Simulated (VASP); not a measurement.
Set up this calculation in VASP 6.6.1, as the native input.

```yaml
Task: single point
Functional: PBE
Dispersion: D3(BJ)
Potentials_or_basis: VASP PAW PBE potentials, release 64 (Hf_pv, B)
Cutoff: 520 eV
k_mesh: 6 × 6 × 2
Occupations: gaussian, width 0.1 eV
Spin: no spin polarisation
Dipole_correction: no
Further_INCAR_settings: ALGO = Normal; EDIFF = 1e-07; NBANDS = 33
```

The structure of HfB4 lies in POSCAR:

```
HfB4
1.0
    3.1184870985      0.0000000029      0.0000000000
   -1.5592435517      2.7006890472      0.0000000000
    0.0000000000      0.0000000000     10.7380895012
Hf B
2 8
Direct
    0.3333333333      0.6666666667      0.7500000000
    0.6666666667      0.3333333333      0.2500000000
    0.6666666667      0.3333333333      0.6067261810
    0.0000000000      0.0000000000      0.5853720717
    0.6666666667      0.3333333333      0.8932738190
    0.0000000000      0.0000000000      0.9146279283
    0.3333333333      0.6666666667      0.1067261810
    0.0000000000      0.0000000000      0.0853720717
    0.3333333333      0.6666666667      0.3932738190
    0.0000000000      0.0000000000      0.4146279283
```

These files were run (other wordings do the same):

INCAR

```
PREC = Accurate ; ENCUT = 520
EDIFF = 1E-7 ; ISMEAR = 0
SIGMA = 0.1 ; LREAL = False
LASPH = True ; NELM = 100
ALGO = Normal ; ISIF = 2
LWAVE = False ; LCHARG = False
GGA = PE ; IVDW = 12
NBANDS = 33
```

KPOINTS

```
Automatic mesh
0
Gamma
  6 6 2
```

Potentials or basis: VASP PAW PBE potentials, release 64 (Hf_pv, B).

Launch:

```bash
$ cat potpaw_PBE.64/Hf_pv/POTCAR potpaw_PBE.64/B/POTCAR > POTCAR
$ mpirun -np 1 vasp_std > vasp.out
```

It gave:

```
Pressure                   : -0.2 GPa
Largest force              : 0.027 eV/Å
Band gap on the k mesh     : zero (band 22 reaches 6.80 eV, above the bottom of band 23 at 6.53 eV)
Dispersion energy per atom : -0.296 eV
```

Caveat: the k points lie up to 0.39 Å⁻¹ apart; spin-orbit coupling is left out, which moves the levels of the heavy elements; pairwise dispersion overbinds metals, which lowers pressure and volume.

Run time: 30 s on 1 thread of AMD EPYC 9R45 96-Core Processor (Zen 5), with other jobs on the host, peak memory 0.19 GiB.
